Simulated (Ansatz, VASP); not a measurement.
One calculation of SrCo3, two programs

The input INCAR:

```
SYSTEM = SrCo3
PREC     = Accurate       ! precision mode
ENCUT    = 520            ! plane-wave cutoff, eV
EDIFF    = 1E-7           ! SCF threshold, eV
ISMEAR   = 0              ! smearing method
SIGMA    = 0.05           ! smearing width, eV
LREAL    = .FALSE.        ! projectors in reciprocal space
LASPH    = .TRUE.         ! aspherical terms in the spheres
NELM     = 150            ! most SCF steps
ALGO     = Normal         ! electronic algorithm
ISIF     = 2              ! what is computed and relaxed
LWAVE    = .FALSE.        ! write WAVECAR
LCHARG   = .FALSE.        ! write CHGCAR
ISPIN    = 2              ! spin polarisation
MAGMOM   = 0 1.64 1.64 1.64 ! initial moments
LORBIT   = 11             ! projections on sites
LMAXMIX  = 4              ! l up to which the mixer works
GGA      = PS             ! functional
NBANDS   = 30             ! bands
```

File KPOINTS:

```
regular mesh
0
G
  8 8 8
  0 0 0
```

POSCAR

```
SrCo3
1.0
    3.9102078348      0.0000000000      0.0000000000
    0.0000000000      3.9102078348      0.0000000000
    0.0000000000      0.0000000000      3.9102078348
Sr Co
1 3
Direct
    0.0000000000      0.0000000000      0.0000000000
    0.0000000000      0.5000000000      0.5000000000
    0.5000000000      0.5000000000      0.0000000000
    0.5000000000      0.0000000000      0.5000000000
```

Input for Ansatz:

```yaml
crystal:
  lattice:
    - [3.9102078348, 0.0, 0.0]
    - [0.0, 3.9102078348, 0.0]
    - [0.0, 0.0, 3.9102078348]
  atoms:
    - { symbol: Sr, position: [0.0, 0.0, 0.0] }
    - { symbol: Co, position: [0.0, 0.5, 0.5], spin: 1.64 }
    - { symbol: Co, position: [0.5, 0.5, 0.0], spin: 1.64 }
    - { symbol: Co, position: [0.5, 0.0, 0.5], spin: 1.64 }
basis:
  ecutwfc: 420
  ecutrho_ratio: 4
kpoints:
  mp_grid: { grid: [8, 8, 8] }
hamiltonian:
  xc: pbesol
scf:
  occupations: { method: gaussian, width: 0.05 }
output:
  forces: true
  stress: true
  eigenvalues: true
  populations: true
magnetization:
  spin_polarized: true
```

Alike in both runs: task single point; functional PBEsol; k mesh 8 × 8 × 8; occupations gaussian, width 0.05 eV; collinear spin.

```csv
,VASP,Ansatz
version,VASP 6.6.1,Ansatz 0.2.0
potentials or method,"VASP PAW PBE potentials, release 64 (Sr_sv, Co), cutoff 520 eV","scalar-relativistic, plane waves, PAW"
valence electrons in the cell,37,61
```

|  | VASP | Ansatz | Ansatz less VASP |
| --- | --- | --- | --- |
| gap on the k mesh at the Fermi level (eV) | none | none | - |
| pressure (GPa) | 0.5 | 0.0 | -0.54 |
| net moment per atom (μB) | 1.02 | 1.03 | +0.004 |
| size of the moment on the site where the two differ most (μB) | 0.11 | 0.09 | -0.025 |

VASP's potentials were made for PBE, not for PBEsol. Site moments also hang on the region over which each program counts them. A gap of «none» marks a metal or a gap that the smearing closes. VASP's potentials hold 37 valence electrons a cell and Ansatz's 61, so a difference there can come from the potentials and not from the codes.
